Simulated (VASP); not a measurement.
# MnGa3 (Fm-3m) in VASP: a series of runs, part 2 of 2

VASP 6.6.1.

## 4. Single point, PBE

This run uses another cell than the first one, of 14.72 Å³/atom.

File INCAR:

```
SYSTEM = MnGa3
PREC     = Accurate       ! precision mode
ENCUT    = 520            ! plane-wave cutoff, eV
EDIFF    = 1E-6           ! SCF threshold, eV
ISMEAR   = 0              ! smearing method
SIGMA    = 0.1            ! smearing width, eV
LREAL    = .FALSE.        ! projectors in reciprocal space
LASPH    = .TRUE.         ! aspherical terms in the spheres
NELM     = 60             ! most SCF steps
ALGO     = Fast           ! electronic algorithm
ISIF     = 2              ! what is computed and relaxed
LWAVE    = .FALSE.        ! write WAVECAR
LCHARG   = .FALSE.        ! write CHGCAR
GGA      = PE             ! functional
NBANDS   = 34             ! bands
```

File KPOINTS:

```
regular mesh
0
G
  12 12 12
  0 0 0
```

File POSCAR:

```
MnGa3
1.0
    0.0000000000      3.0875124486      3.0875124486
    3.0875124486      0.0000000000      3.0875124486
    3.0875124486      3.0875124486      0.0000000000
Ga Mn
3 1
Direct
    0.2500000000      0.2500000000      0.2500000000
    0.7500000000      0.7500000000      0.7500000000
    0.5000000000      0.5000000000      0.5000000000
    0.0000000000      0.0000000000      0.0000000000
```

Command:

```sh
cat potpaw_PBE.64/Ga_d/POTCAR potpaw_PBE.64/Mn_pv/POTCAR > POTCAR
mpirun -np 1 vasp_std > vasp.out
```

Wall time 56 s (1 thread of Intel Xeon 6975P-C (Granite Rapids), shared host); peak memory 0.26 GiB.

The run converged. Its results:

```yaml
Free_energy: -16.0711 eV
Pressure: 1.8 GPa
Band_gap_on_the_k_mesh: zero (bands 26 and 27 overlap by 0.99 eV)
```

Levels at points of the mesh, in eV from the Fermi level:
```
           k point  band 24  band 25  band 26  band 27  band 28  band 29
(0.00, 0.00, 0.00)    -0.57    -0.57     0.64     0.64     0.64     1.11
(0.50, 0.00, 0.00)    -0.99    -0.50    -0.50     0.25     0.25     1.97
(0.50, 0.50, 0.00)    -1.45    -0.51    -0.51    -0.34     0.65     1.47
```

Caveat: the run has no spin polarisation, though such a crystal can be magnetic. Spin polarisation is off, so any magnetic state and its effect on volume and gap are missing.

## 5. Single point, PBE

This run uses another cell than the first one, of 15.74 Å³/atom.

File INCAR:

```
SYSTEM = MnGa3
PREC = Accurate
ENCUT = 520
EDIFF = 1E-6
ISMEAR = 0
SIGMA = 0.1
LREAL = .False.
LASPH = .True.
NELM = 60
ALGO = Fast
ISIF = 2
LWAVE = .False.
LCHARG = .False.
GGA = PE
NBANDS = 34
```

File KPOINTS:

```
Automatic mesh
0
Gamma
  12 12 12
  0 0 0
```

File POSCAR:

```
MnGa3
1.0
    0.0000000000      3.1577070933      3.1577070933
    3.1577070933      0.0000000000      3.1577070933
    3.1577070933      3.1577070933      0.0000000000
Ga Mn
3 1
Direct
    0.2500000000      0.2500000000      0.2500000000
    0.7500000000      0.7500000000      0.7500000000
    0.5000000000      0.5000000000      0.5000000000
    0.0000000000      0.0000000000      0.0000000000
```

Potentials or basis: VASP PAW PBE potentials, release 64 (Ga_d, Mn_pv).

Command:

```sh
cat potpaw_PBE.64/Ga_d/POTCAR potpaw_PBE.64/Mn_pv/POTCAR > POTCAR
mpirun -np 1 vasp_std > vasp.out
```

OUTCAR:

```text
SYSTEM = MnGa3
   PREC = Accurate
   ENCUT = 520
   EDIFF = 1E-6
   ISMEAR = 0
   LREAL = .False.
   LASPH = .True.
   NELM = 60
   ISIF = 2
   GGA = PE

 ion  position               nearest neighbor table
   1  0.250  0.250  0.250-   4 2.73   4 2.73   4 2.73   3 2.73   4 2.73   3 2.73   3 2.73   3 2.73

   2  0.750  0.750  0.750-   3 2.73   3 2.73   3 2.73   3 2.73   4 2.73   4 2.73   4 2.73   4 2.73

   3  0.500  0.500  0.500-   1 2.73   1 2.73   1 2.73   1 2.73   2 2.73   2 2.73   2 2.73   2 2.73

   4  0.000  0.000  0.000-   2 2.73   2 2.73   2 2.73   1 2.73   2 2.73   1 2.73   1 2.73   1 2.73

  LATTYP: Found a face centered cubic cell.
 ALAT       =     6.3154141866

  Lattice vectors:

 A1 = (   0.0000000000,   3.1577070933,   3.1577070933)
 A2 = (   3.1577070933,   0.0000000000,   3.1577070933)
 A3 = (   3.1577070933,   3.1577070933,   0.0000000000)

Analysis of symmetry for initial positions (statically):
=====================================================================
 Subroutine PRICEL returns:
 Original cell was already a primitive cell.

 Routine SETGRP: Setting up the symmetry group for a
 face centered cubic supercell.

 Subroutine GETGRP returns: Found 48 space group operations
 (whereof 48 operations were pure point group operations)
 out of a pool of 48 trial point group operations.

The static configuration has the point symmetry O_h .

Analysis of symmetry for dynamics (positions and initial velocities):
=====================================================================
 Subroutine PRICEL returns:
 Original cell was already a primitive cell.

 Routine SETGRP: Setting up the symmetry group for a
 face centered cubic supercell.

 Subroutine GETGRP returns: Found 48 space group operations
 (whereof 48 operations were pure point group operations)
 out of a pool of 48 trial point group operations.

The dynamic configuration has the point symmetry O_h .

 Subroutine INISYM returns: Found 48 space group operations
 (whereof 48 operations are pure point group operations),
 and found     1 'primitive' translations

----------------------------------------------------------------------------------------

                                     Primitive cell

  volume of cell :      62.9717

  direct lattice vectors                    reciprocal lattice vectors
     0.000000000  3.157707093  3.157707093    -0.158342742  0.158342742  0.158342742
     3.157707093  0.000000000  3.157707093     0.158342742 -0.158342742  0.158342742
     3.157707093  3.157707093  0.000000000     0.158342742  0.158342742 -0.158342742

  length of vectors
     4.465672197  4.465672197  4.465672197     0.274257674  0.274257674  0.274257674

  position of ions in fractional coordinates (direct lattice)
     0.250000000  0.250000000  0.250000000
     0.750000000  0.750000000  0.750000000
     0.500000000  0.500000000  0.500000000
     0.000000000  0.000000000  0.000000000

  ion indices of the primitive-cell ions
   primitive index   ion index
                 1           1
                 2           2
                 3           3
                 4           4

[... 20 lines left out ...]

 Subroutine IBZKPT returns following result:
 ===========================================

 Found     72 irreducible k-points:

 Following reciprocal coordinates:
            Coordinates               Weight
  0.000000  0.000000  0.000000      1.000000
  0.083333  0.000000  0.000000      8.000000
  0.166667  0.000000  0.000000      8.000000
  0.250000  0.000000  0.000000      8.000000
  0.333333  0.000000  0.000000      8.000000
  0.416667  0.000000  0.000000      8.000000
[... 16 lines left out ...]
  0.500000  0.166667  0.000000     24.000000
 -0.416667  0.166667  0.000000     24.000000
 [... further k-points ...]
   k-points           NKPTS =     72   k-points in BZ     NKDIM =     72   number of bands    NBANDS=     34
   number of dos      NEDOS =    301   number of ions     NIONS =      4
   total plane-waves  NPLWV =  46656
   dimension x,y,z NGX =    36 NGY =   36 NGZ =   36
   dimension x,y,z NGXF=    72 NGYF=   72 NGZF=   72
   ions per type =               3   1
   NGX,Y,Z   is equivalent  to a cutoff of  13.40, 13.40, 13.40 a.u.
   NGXF,Y,Z  is equivalent  to a cutoff of  26.80, 26.80, 26.80 a.u.
 SYSTEM =  MnGa3
   PREC   = accura    normal or accurate (medium, high low for compatibility)
   ISTART =      0    job   : 0-new  1-cont  2-samecut
   ICHARG =      2    charge: 1-file 2-atom 10-const
   ISPIN  =      1    spin polarized calculation?
   LNONCOLLINEAR =      F non collinear calculations
   LSORBIT =      F    spin-orbit coupling
   LASPH  =      T    aspherical Exc in radial PAW
   ENCUT  =  520.0 eV  38.22 Ry    6.18 a.u.   8.30  8.30  8.30*2*pi/ulx,y,z
   NELM   =     60;   NELMIN=  2; NELMDL= -5     # of ELM steps
   EDIFF  = 0.1E-05   stopping-criterion for ELM
   LREAL  =      F    real-space projection
   EDIFFG = 0.1E-04   stopping-criterion for IOM
   NSW    =      0    number of steps for IOM
   IBRION =     -1    ionic relax: 0-MD 1-quasi-New 2-CG
   NFREE  =      0    steps in history (QN), initial steepest desc. (CG)
   ISIF   =      2    stress and relaxation
   ISYM   =      2    0-nonsym 1-usesym 2-fastsym
   POTIM  = 0.5000    time-step for ionic-motion
   TEBEG  =    0.0;   TEEND  =   0.0 temperature during run
   PSTRESS=    0.0 pullay stress
   NELECT =      52.0000    total number of electrons
   NUPDOWN=      -1.0000    fix difference up-down
   EMIN   =  10.00;   EMAX   =-10.00  energy-range for DOS
   EFERMI =   0.00;   METHOD = LEGACY
   ISMEAR =     0;   SIGMA  =   0.10  broadening in eV -4-tet -1-fermi 0-gaus
   EFERMI_NEDOS =   21; number of points for ismear=-14 and -15
   IALGO  =     68    algorithm
   IMIX   =      4    mixing-type and parameters
     AMIX     =   0.40;   BMIX     =  1.00
     AMIX_MAG =   1.60;   BMIX_MAG =  1.00
  volume/ion in A,a.u.               =      15.74       106.24
  Fermi-wavevector in a.u.,A,eV,Ry     =   1.535892  2.902416 32.095671  2.358965
  Thomas-Fermi vector in A             =   2.642617
   LORBIT       =      0    0 simple, 1 ext, 2 COOP (PROOUT), +10 PAW based schemes
   GGA     = PE    functional components
   LHFCALC =     F    Hartree Fock is set to
   AEXX    =    0.0000 exact exchange contribution
   IVDW    =     0    specifies the selected vdW correction
   LEPSILON=     F    determine dielectric tensor
   LRPA    =     F    only Hartree local field effects (RPA)
 non-spin polarized calculation
 RMM-DIIS sequential band-by-band and
 Gauss-broadening in eV      SIGMA  =   0.10
  energy-cutoff  :      520.00
  volume of cell :       62.97
 maximum number of plane-waves:      1717
 NGX is ok and might be reduce to    36
   NGX = 17   NGY = 17   NGZ = 17

 number of electron      52.0000011 magnetization

 Free energy of the ion-electron system (eV)
  ---------------------------------------------------
  ext. energy  EPLUGINS =         0.00000000
  ---------------------------------------------------
  free energy    TOTEN  =       -16.03832724 eV

  energy without entropy =      -16.01568630  energy(sigma->0) =      -16.02700677

 E-fermi :   7.0611     XC(G=0): -11.9210

 val. band max:        7.0582625641   @ k =  -0.1667   0.2500   0.0833
 cond. band min:       7.0791856561   @ k =  -0.3333   0.4167   0.0833
 fundamental gap:      0.0209230920
 Fermi energy:         7.0611376501

 k-point     1 :       0.0000    0.0000    0.0000
  band No.  band energies     occupation
      1     -40.3497      2.00000
      2     -40.3497      2.00000
      3     -40.3497      2.00000
      4      -8.1496      2.00000
      5      -8.1496      2.00000
      6      -8.1354      2.00000
[... 877 lines left out ...]
     33      12.9345      0.00000
     34      13.5391      0.00000

 [... further k-points ...]

------------------------ aborting loop because EDIFF is reached ----------------------------------------

  FORCE on cell =-STRESS in cart. coord.  units (eV):
  Direction    XX          YY          ZZ          XY          YZ          ZX
  --------------------------------------------------------------------------------------
  -------------------------------------------------------------------------------------
  Total       -1.5736386     -1.5736386     -1.5736386      0.0000000     -0.0000000      0.0000000
  in kB      -40.0377861    -40.0377861    -40.0377861      0.0000000     -0.0000000      0.0000000
  external PRESSURE =     -40.0377861 kB  Pullay stress =       0.0000000 kB

 VOLUME and BASIS-vectors are now :
 -----------------------------------------------------------------------------
  energy-cutoff  :      520.00
  volume of cell :       62.97
      direct lattice vectors                 reciprocal lattice vectors
     0.000000000  3.157707093  3.157707093    -0.158342742  0.158342742  0.158342742
     3.157707093  0.000000000  3.157707093     0.158342742 -0.158342742  0.158342742
     3.157707093  3.157707093  0.000000000     0.158342742  0.158342742 -0.158342742

 POSITION                                       TOTAL-FORCE (eV/Angst)
 -----------------------------------------------------------------------------------
      1.57885      1.57885      1.57885        -0.000000     -0.000000     -0.000000
      4.73656      4.73656      4.73656        -0.000000      0.000000      0.000000
      3.15771      3.15771      3.15771         0.000000      0.000000      0.000000
      0.00000      0.00000      0.00000         0.000000      0.000000      0.000000
 -----------------------------------------------------------------------------------
    total drift:                                0.000000      0.000000      0.000000

  FREE ENERGIE OF THE ION-ELECTRON SYSTEM (eV)
  ---------------------------------------------------
  free  energy   TOTEN  =       -16.0383272360 eV

  energy  without entropy=      -16.0156862986  energy(sigma->0) =      -16.02700677
```

OSZICAR:

```text
N       E                     dE             d eps       ncg     rms          rms(c)
DAV:   1     0.417537695454E+03    0.41754E+03   -0.26173E+04  5496   0.287E+03
DAV:   2     0.309289561769E+02   -0.38661E+03   -0.37582E+03  4960   0.570E+02
DAV:   3    -0.160682934874E+02   -0.46997E+02   -0.46013E+02  5380   0.166E+02
DAV:   4    -0.177114163630E+02   -0.16431E+01   -0.16205E+01  6058   0.335E+01
DAV:   5    -0.177488801068E+02   -0.37464E-01   -0.37359E-01  6134   0.461E+00    0.143E+01
RMM:   6    -0.327105421787E+02   -0.14962E+02   -0.52396E+01  5662   0.349E+01    0.404E+01
RMM:   7    -0.160835878376E+02    0.16627E+02   -0.11315E+01  6403   0.176E+01    0.242E+00
RMM:   8    -0.160527361308E+02    0.30852E-01   -0.73931E-01  6398   0.448E+00    0.119E+00
RMM:   9    -0.160398119198E+02    0.12924E-01   -0.15638E-01  6537   0.179E+00    0.507E-01
RMM:  10    -0.160380938768E+02    0.17180E-02   -0.18865E-02  6904   0.844E-01    0.126E-01
RMM:  11    -0.160383644726E+02   -0.27060E-03   -0.51254E-03  7106   0.445E-01    0.788E-02
RMM:  12    -0.160383222565E+02    0.42216E-04   -0.60605E-04  7976   0.184E-01    0.302E-02
RMM:  13    -0.160383248007E+02   -0.25442E-05   -0.10030E-04  7850   0.650E-02    0.669E-03
RMM:  14    -0.160383270072E+02   -0.22065E-05   -0.18749E-05  6397   0.341E-02    0.694E-03
RMM:  15    -0.160383272360E+02   -0.22885E-06   -0.57036E-06  4816   0.167E-02
   1 F= -.16038327E+02 E0= -.16027007E+02  d E =-.226409E-01
```

Wall time 92 s (1 thread of Intel Xeon 6975P-C (Granite Rapids), shared host); peak memory 0.29 GiB.

What came out:

* Free energy: -16.0383 eV
* Pressure: -4.0 GPa
* Band gap on the k mesh: zero (bands 26 and 27 overlap by 1.00 eV)

Caveat: the cell stands under tension; the run has no spin polarisation, though such a crystal can be magnetic. Spin polarisation is off, so any magnetic state and its effect on volume and gap are missing.

## 6. Single point, PBE

This run uses another cell than the first one, of 16.43 Å³/atom.

File INCAR:

```
SYSTEM = MnGa3
PREC = Accurate
ENCUT = 520
EDIFF = 1E-6
ISMEAR = 0
SIGMA = 0.1
LREAL = .FALSE.
LASPH = .TRUE.
NELM = 80
ALGO = Fast
ISIF = 2
LWAVE = .FALSE.
LCHARG = .FALSE.
GGA = PE
NBANDS = 34
```

File KPOINTS:

```
regular mesh
0
G
  12 12 12
  0 0 0
```

File POSCAR:

```
MnGa3
1.0
    0.0000000000      3.2028232900      3.2028232900
    3.2028232900      0.0000000000      3.2028232900
    3.2028232900      3.2028232900      0.0000000000
Ga Mn
3 1
Direct
    0.2500000000      0.2500000000      0.2500000000
    0.7500000000      0.7500000000      0.7500000000
    0.5000000000      0.5000000000      0.5000000000
    0.0000000000      0.0000000000      0.0000000000
```

Potentials or basis: VASP PAW PBE potentials, release 64 (Ga_d, Mn_pv).

Command:

```sh
cat potpaw_PBE.64/Ga_d/POTCAR potpaw_PBE.64/Mn_pv/POTCAR > POTCAR
mpirun -np 1 vasp_std > vasp.out
```

Run time: 92 s. Hardware: 1 thread of Intel Xeon 6975P-C (Granite Rapids), shared host; peak memory 0.29 GiB.

It converged, with:

```
Free energy            : -15.9468 eV
Pressure               : -6.6 GPa
Band gap on the k mesh : zero (bands 26 and 27 overlap by 0.72 eV)
```

Levels at points of the mesh, in eV from the Fermi level:
| k point | band 22 | band 23 | band 24 | band 25 | band 26 | band 27 | band 28 | band 29 | band 30 | band 31 |
| --- | --- | --- | --- | --- | --- | --- | --- | --- | --- | --- |
| (0.00, 0.00, 0.00) | -2.02 | -1.56 | -0.45 | -0.45 | 0.45 | 0.75 | 0.75 | 0.75 | 2.85 | 2.85 |
| (0.50, 0.00, 0.00) | -2.39 | -1.97 | -0.90 | -0.40 | -0.40 | 0.36 | 0.36 | 1.77 | 1.77 | 2.35 |
| (0.50, 0.50, 0.00) | -3.40 | -3.40 | -1.41 | -0.43 | -0.43 | -0.26 | 0.48 | 1.17 | 6.90 | 6.90 |

Caveat: the cell stands under tension; the run has no spin polarisation, though such a crystal can be magnetic.

## 7. The runs side by side

```tsv
spin	cell	gap on the mesh (eV)	pressure (GPa)
collinear, ferromagnetic start	a = 4.592 Å, angles 60.0°, 4 atoms	none	0.1
off	a = 4.262 Å, angles 60.0°, 4 atoms	none	10.4
off	a = 4.366 Å, angles 60.0°, 4 atoms	none	1.8
off	a = 4.466 Å, angles 60.0°, 4 atoms	none	-4.0
off	a = 4.529 Å, angles 60.0°, 4 atoms	none	-6.6
```

Alike in all rows: task single point; level PBE; potentials or basis VASP PAW PBE potentials, release 64 (Ga_d, Mn_pv); k mesh 12 × 12 × 12; cutoff (eV) 520; smearing gaussian 0.1 eV.

Caveats: the cell stands under tension (at least some runs); the cell stands under pressure (at least some runs).

Absolute energies hang on the potentials; compare differences alone.
